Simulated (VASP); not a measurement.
# RbBr (Fm-3m) in VASP: single point with PBEsol

Aim: the single point of RbBr with PBEsol.

Everything below comes from runs of VASP 6.6.1. Logs are shortened: lines on timing, memory, paths and dates and some standing lists are left out, and cuts for length are marked.

## Step 1: The cell of the first run

It takes space group Fm-3m (No. 225, cubic). Conventional cell: a = 6.855 Å, b = 6.855 Å, c = 6.855 Å, α = 90.00°, β = 90.00°, γ = 90.00°. Rb (site symmetry m-3m) has 6 Br at 3.43 Å within 4.5 Å. Within 4.5 Å of Br (site symmetry m-3m) lie 6 Rb at 3.43 Å.

## Step 2: Single point, PBEsol

INCAR

```
PREC = Accurate
ENCUT = 520
EDIFF = 1E-7
ISMEAR = 0
SIGMA = 0.1
LREAL = Auto
LASPH = True
NELM = 60
ALGO = Normal
ISIF = 2
LWAVE = False
LCHARG = False
GGA = PS
ISYM = 0
NBANDS = 78
```

KPOINTS

```
regular mesh
0
Gamma
  1 1 1
```

POSCAR

```
RbBr
1.0
    0.0000000000      6.8550000000     -6.8550000000
   -6.8550000000      0.0000000000     -6.8550000000
   -6.8550000000      6.8550000000      0.0000000000
Rb Br
8 8
Direct
    0.5000000000      0.5000000000      0.0000000000
    0.0000000000      0.5000000000      0.0000000000
    0.5000000000      0.0000000000      0.0000000000
    0.0000000000      0.0000000000      0.0000000000
    0.5000000000      0.5000000000      0.5000000000
    0.0000000000      0.5000000000      0.5000000000
    0.5000000000      0.0000000000      0.5000000000
    0.0000000000      0.0000000000      0.5000000000
    0.7500000000      0.7500000000      0.2500000000
    0.2500000000      0.7500000000      0.2500000000
    0.7500000000      0.2500000000      0.2500000000
    0.2500000000      0.2500000000      0.2500000000
    0.7500000000      0.7500000000      0.7500000000
    0.2500000000      0.7500000000      0.7500000000
    0.7500000000      0.2500000000      0.7500000000
    0.2500000000      0.2500000000      0.7500000000
```

Potentials or basis: VASP PAW PBE potentials, release 64 (Rb_sv, Br).

Run with:

```bash
cat potpaw_PBE.64/Rb_sv/POTCAR potpaw_PBE.64/Br/POTCAR > POTCAR
mpirun -np 1 vasp_gam > vasp.out
```

OUTCAR:

```text
PREC = Accurate
   ENCUT = 520
   EDIFF = 1E-7
   ISMEAR = 0
   LREAL = Auto
   LASPH = True
   NELM = 60
   ISIF = 2
   GGA = PS
   ISYM = 0

 ion  position               nearest neighbor table
   1  0.500  0.500  0.000-  10 3.43  11 3.43  12 3.43  13 3.43  14 3.43  15 3.43   2 4.85   3 4.85
                             5 4.85   5 4.85   6 4.85   7 4.85   3 4.85   4 4.85   7 4.85   2 4.85
   2  0.000  0.500  0.000-   9 3.43  11 3.43  12 3.43  13 3.43  14 3.43  16 3.43   1 4.85   4 4.85
                             6 4.85   5 4.85   6 4.85   8 4.85   3 4.85   4 4.85   8 4.85   1 4.85
   3  0.500  0.000  0.000-   9 3.43  10 3.43  12 3.43  13 3.43  15 3.43  16 3.43   1 4.85   4 4.85
                             7 4.85   5 4.85   7 4.85   8 4.85   1 4.85   2 4.85   5 4.85   2 4.85
   4  0.000  0.000  0.000-   9 3.43  10 3.43  11 3.43  14 3.43  15 3.43  16 3.43   2 4.85   3 4.85
                             8 4.85   6 4.85   7 4.85   8 4.85   1 4.85   2 4.85   6 4.85   1 4.85
   5  0.500  0.500  0.500-   9 3.43  10 3.43  11 3.43  14 3.43  15 3.43  16 3.43   1 4.85   6 4.85
                             7 4.85   1 4.85   2 4.85   3 4.85   3 4.85   7 4.85   8 4.85   2 4.85
   6  0.000  0.500  0.500-   9 3.43  10 3.43  12 3.43  13 3.43  15 3.43  16 3.43   2 4.85   5 4.85
                             8 4.85   1 4.85   2 4.85   4 4.85   4 4.85   7 4.85   8 4.85   1 4.85
   7  0.500  0.000  0.500-   9 3.43  11 3.43  12 3.43  13 3.43  14 3.43  16 3.43   3 4.85   5 4.85
                             8 4.85   1 4.85   3 4.85   4 4.85   1 4.85   5 4.85   6 4.85   4 4.85
   8  0.000  0.000  0.500-  10 3.43  11 3.43  12 3.43  13 3.43  14 3.43  15 3.43   4 4.85   6 4.85
                             7 4.85   2 4.85   3 4.85   4 4.85   2 4.85   5 4.85   6 4.85   3 4.85
   9  0.750  0.750  0.250-   2 3.43   3 3.43   4 3.43   5 3.43   6 3.43   7 3.43
  10  0.250  0.750  0.250-   1 3.43   3 3.43   4 3.43   5 3.43   6 3.43   8 3.43
  11  0.750  0.250  0.250-   1 3.43   2 3.43   4 3.43   5 3.43   7 3.43   8 3.43
  12  0.250  0.250  0.250-   1 3.43   2 3.43   3 3.43   6 3.43   7 3.43   8 3.43
  13  0.750  0.750  0.750-   1 3.43   2 3.43   3 3.43   6 3.43   7 3.43   8 3.43
  14  0.250  0.750  0.750-   1 3.43   2 3.43   4 3.43   5 3.43   7 3.43   8 3.43
  15  0.750  0.250  0.750-   1 3.43   3 3.43   4 3.43   5 3.43   6 3.43   8 3.43
  16  0.250  0.250  0.750-   2 3.43   3 3.43   4 3.43   5 3.43   6 3.43   7 3.43

IMPORTANT INFORMATION: All symmetrisations will be switched off!
NOSYMM: (Re-)initialisation of all symmetry stuff for point group C_1.

----------------------------------------------------------------------------------------

                                     Primitive cell

  volume of cell :     644.2470

  direct lattice vectors                    reciprocal lattice vectors
     0.000000000  6.855000000 -6.855000000     0.072939460  0.072939460 -0.072939460
    -6.855000000  0.000000000 -6.855000000    -0.072939460 -0.072939460 -0.072939460
    -6.855000000  6.855000000  0.000000000    -0.072939460  0.072939460  0.072939460

  length of vectors
     9.694433970  9.694433970  9.694433970     0.126334851  0.126334851  0.126334851

  position of ions in fractional coordinates (direct lattice)
     0.500000000  0.500000000  0.000000000
     0.000000000  0.500000000  0.000000000
     0.500000000  0.000000000  0.000000000
     0.000000000  0.000000000  0.000000000
     0.500000000  0.500000000  0.500000000
     0.000000000  0.500000000  0.500000000
[... 8 lines left out ...]
     0.750000000  0.250000000  0.750000000
     0.250000000  0.250000000  0.750000000

  ion indices of the primitive-cell ions
   primitive index   ion index
                 1           1
                 2           2
                 3           3
                 4           4
                 5           5
                 6           6
[... 8 lines left out ...]
                15          15
                16          16

----------------------------------------------------------------------------------------

 KPOINTS: regular mesh

Automatic generation of k-mesh.
 Grid dimensions read from file:
 generate k-points for:    1    1    1

 Generating k-lattice:

  Cartesian coordinates                     Fractional coordinates (reciprocal lattice)
     0.072939460  0.072939460 -0.072939460     1.000000000  0.000000000  0.000000000
    -0.072939460 -0.072939460 -0.072939460     0.000000000  1.000000000  0.000000000
    -0.072939460  0.072939460  0.072939460     0.000000000  0.000000000  1.000000000

  Length of vectors
     0.126334851  0.126334851  0.126334851

  Shift w.r.t. Gamma in fractional coordinates (k-lattice)
     0.000000000  0.000000000  0.000000000

 Subroutine IBZKPT returns following result:
 ===========================================

 Found      1 irreducible k-points:

 Following reciprocal coordinates:
            Coordinates               Weight
  0.000000  0.000000  0.000000      1.000000
   k-points           NKPTS =      1   k-points in BZ     NKDIM =      1   number of bands    NBANDS=     78
   number of dos      NEDOS =    301   number of ions     NIONS =     16
   total plane-waves  NPLWV = 373248
   dimension x,y,z NGX =    72 NGY =   72 NGZ =   72
   dimension x,y,z NGXF=   144 NGYF=  144 NGZF=  144
   ions per type =               8   8
   NGX,Y,Z   is equivalent  to a cutoff of  12.35, 12.35, 12.35 a.u.
   NGXF,Y,Z  is equivalent  to a cutoff of  24.69, 24.69, 24.69 a.u.
 SYSTEM =  unknown system
   PREC   = accura    normal or accurate (medium, high low for compatibility)
   ISTART =      0    job   : 0-new  1-cont  2-samecut
   ICHARG =      2    charge: 1-file 2-atom 10-const
   ISPIN  =      1    spin polarized calculation?
   LNONCOLLINEAR =      F non collinear calculations
   LSORBIT =      F    spin-orbit coupling
   LASPH  =      T    aspherical Exc in radial PAW
   ENCUT  =  520.0 eV  38.22 Ry    6.18 a.u.  18.03 18.03 18.03*2*pi/ulx,y,z
   NELM   =     60;   NELMIN=  2; NELMDL= -5     # of ELM steps
   EDIFF  = 0.1E-06   stopping-criterion for ELM
   LREAL  =      T    real-space projection
   EDIFFG = 0.1E-05   stopping-criterion for IOM
   NSW    =      0    number of steps for IOM
   IBRION =     -1    ionic relax: 0-MD 1-quasi-New 2-CG
   NFREE  =      0    steps in history (QN), initial steepest desc. (CG)
   ISIF   =      2    stress and relaxation
   ISYM   =      0    0-nonsym 1-usesym 2-fastsym
   POTIM  = 0.5000    time-step for ionic-motion
   TEBEG  =    0.0;   TEEND  =   0.0 temperature during run
   PSTRESS=    0.0 pullay stress
   NELECT =     128.0000    total number of electrons
   NUPDOWN=      -1.0000    fix difference up-down
   EMIN   =  10.00;   EMAX   =-10.00  energy-range for DOS
   EFERMI =   0.00;   METHOD = LEGACY
   ISMEAR =     0;   SIGMA  =   0.10  broadening in eV -4-tet -1-fermi 0-gaus
   EFERMI_NEDOS =   21; number of points for ismear=-14 and -15
   IALGO  =     38    algorithm
   IMIX   =      4    mixing-type and parameters
     AMIX     =   0.40;   BMIX     =  1.00
     AMIX_MAG =   1.60;   BMIX_MAG =  1.00
  volume/ion in A,a.u.               =      40.27       271.72
  Fermi-wavevector in a.u.,A,eV,Ry     =   0.955273  1.805204 12.415941  0.912546
  Thomas-Fermi vector in A             =   2.084095
   LORBIT       =      0    0 simple, 1 ext, 2 COOP (PROOUT), +10 PAW based schemes
   GGA     = PS    functional components
   LHFCALC =     F    Hartree Fock is set to
   AEXX    =    0.0000 exact exchange contribution
   IVDW    =     0    specifies the selected vdW correction
   LEPSILON=     F    determine dielectric tensor
   LRPA    =     F    only Hartree local field effects (RPA)
 non-spin polarized calculation
 Gauss-broadening in eV      SIGMA  =   0.10
  energy-cutoff  :      520.00
  volume of cell :      644.25
 maximum number of plane-waves:      8631
   NGX = 37   NGY = 37   NGZ = 37

 number of electron     127.9999993 magnetization

 Free energy of the ion-electron system (eV)
  ---------------------------------------------------
  ext. energy  EPLUGINS =         0.00000000
  ---------------------------------------------------
  free energy    TOTEN  =       -50.26544902 eV

  energy without entropy =      -50.26544902  energy(sigma->0) =      -50.26544902

 E-fermi :  -1.2668     XC(G=0):  -7.3746

 val. band max:       -1.7822719506   @ k =   0.0000   0.0000   0.0000
 cond. band min:       2.4030259806   @ k =   0.0000   0.0000   0.0000
 fundamental gap:      4.1852979312
 Fermi energy:        -1.2668309226

 k-point     1 :       0.0000    0.0000    0.0000
  band No.  band energies     occupation
      1     -26.2222      2.00000
      2     -26.2126      2.00000
      3     -26.2126      2.00000
      4     -26.2126      2.00000
      5     -26.2125      2.00000
      6     -26.2099      2.00000
[... 68 lines left out ...]
     75       5.1898      0.00000
     76       5.3710      0.00000
 [bands above 76 left out]

------------------------ aborting loop because EDIFF is reached ----------------------------------------

  FORCE on cell =-STRESS in cart. coord.  units (eV):
  Direction    XX          YY          ZZ          XY          YZ          ZX
  --------------------------------------------------------------------------------------
  -------------------------------------------------------------------------------------
  Total        1.2318731      1.2318695      1.2318336      0.0000094     -0.0000238     -0.0000037
  in kB        3.0635443      3.0635356      3.0634461      0.0000234     -0.0000592     -0.0000092
  external PRESSURE =       3.0635087 kB  Pullay stress =       0.0000000 kB

 VOLUME and BASIS-vectors are now :
 -----------------------------------------------------------------------------
  energy-cutoff  :      520.00
  volume of cell :      644.25
      direct lattice vectors                 reciprocal lattice vectors
     0.000000000  6.855000000 -6.855000000     0.072939460  0.072939460 -0.072939460
    -6.855000000  0.000000000 -6.855000000    -0.072939460 -0.072939460 -0.072939460
    -6.855000000  6.855000000  0.000000000    -0.072939460  0.072939460  0.072939460

 POSITION                                       TOTAL-FORCE (eV/Angst)
 -----------------------------------------------------------------------------------
     -3.42750      3.42750     -6.85500         0.000006     -0.000002      0.000008
     -3.42750      0.00000     -3.42750        -0.000001      0.000006      0.000013
      0.00000      3.42750     -3.42750         0.000001      0.000008     -0.000008
      0.00000      0.00000      0.00000         0.000004      0.000002      0.000003
     -6.85500      6.85500     -6.85500        -0.000008      0.000007      0.000008
     -6.85500      3.42750     -3.42750         0.000002     -0.000006      0.000001
[... 8 lines left out ...]
     -6.85500     10.28250     -6.85500         0.000000      0.000001     -0.000008
     -6.85500      6.85500     -3.42750        -0.000004      0.000004     -0.000009
 -----------------------------------------------------------------------------------
    total drift:                                0.000045      0.000016      0.000022

  FREE ENERGIE OF THE ION-ELECTRON SYSTEM (eV)
  ---------------------------------------------------
  free  energy   TOTEN  =       -50.2654490160 eV

  energy  without entropy=      -50.2654490160  energy(sigma->0) =      -50.26544902
```

Run time: 2.3 min. Hardware: 1 thread of Intel Xeon Platinum 8259CL at 2.50GHz (Skylake/Cascade Lake), shared host; peak memory 0.68 GiB.

Results:

| Item | Value |
| --- | --- |
| Free energy | -50.2654 eV |
| Pressure | 0.3 GPa |

Caveat: the k points lie up to 0.79 Å⁻¹ apart; the PAW data sets were made with another functional, which shifts forces and pressure a little.
